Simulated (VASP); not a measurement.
Wanted: the native input for a VASP 6.6.1 run.

```
Task                   : single point
Functional             : PBE
Potentials or basis    : VASP PAW PBE potentials, release 64 (B, Mo_sv, Ru_pv)
Cutoff                 : 520 eV
k mesh                 : 4 × 4 × 4
Occupations            : gaussian, width 0.1 eV
Spin                   : no spin polarisation
Dipole correction      : no
Further INCAR settings : ALGO = Normal; EDIFF = 1e-07; NBANDS = 29
```

The structure of B4MoRu lies in POSCAR:

```
B4MoRu
1.0
    4.6179358534      0.0000000000      0.0000000000
    0.0000000000      4.6179358534      0.0000000000
    0.0000000000      0.0000000000      4.6179358534
B Mo Ru
4 1 1
Direct
    0.7415821918      0.7415821918      0.7415821918
    0.2584178082      0.2584178082      0.7415821918
    0.2584178082      0.7415821918      0.2584178082
    0.7415821918      0.2584178082      0.2584178082
    0.0000000000      0.0000000000      0.0000000000
    0.5000000000      0.5000000000      0.5000000000
```

The input as run:

INCAR

```
SYSTEM = B4MoRu
PREC = Accurate
ENCUT = 520
EDIFF = 1E-7
ISMEAR = 0
SIGMA = 0.1
LREAL = .False.
LASPH = .True.
NELM = 80
ALGO = Normal
ISIF = 2
LWAVE = .False.
LCHARG = .False.
GGA = PE
NBANDS = 29
```

KPOINTS

```
Automatic mesh
0
Gamma
  4 4 4
  0 0 0
```

Potentials or basis: VASP PAW PBE potentials, release 64 (B, Mo_sv, Ru_pv).

Run with:

```console
$ cat potpaw_PBE.64/B/POTCAR potpaw_PBE.64/Mo_sv/POTCAR potpaw_PBE.64/Ru_pv/POTCAR > POTCAR
$ mpirun -np 1 vasp_std > vasp.out
```

Results of the run:

The pressure is 0.1 GPa, the largest force is 0.023 eV/Å and the band gap on the k mesh is zero (band 20 reaches 4.79 eV, above the bottom of band 21 at 3.33 eV).

It took 15 s on 1 thread of Intel(R) Xeon(R) 6975P-C (Granite Rapids), with other jobs on the host, peak memory 0.21 GiB.
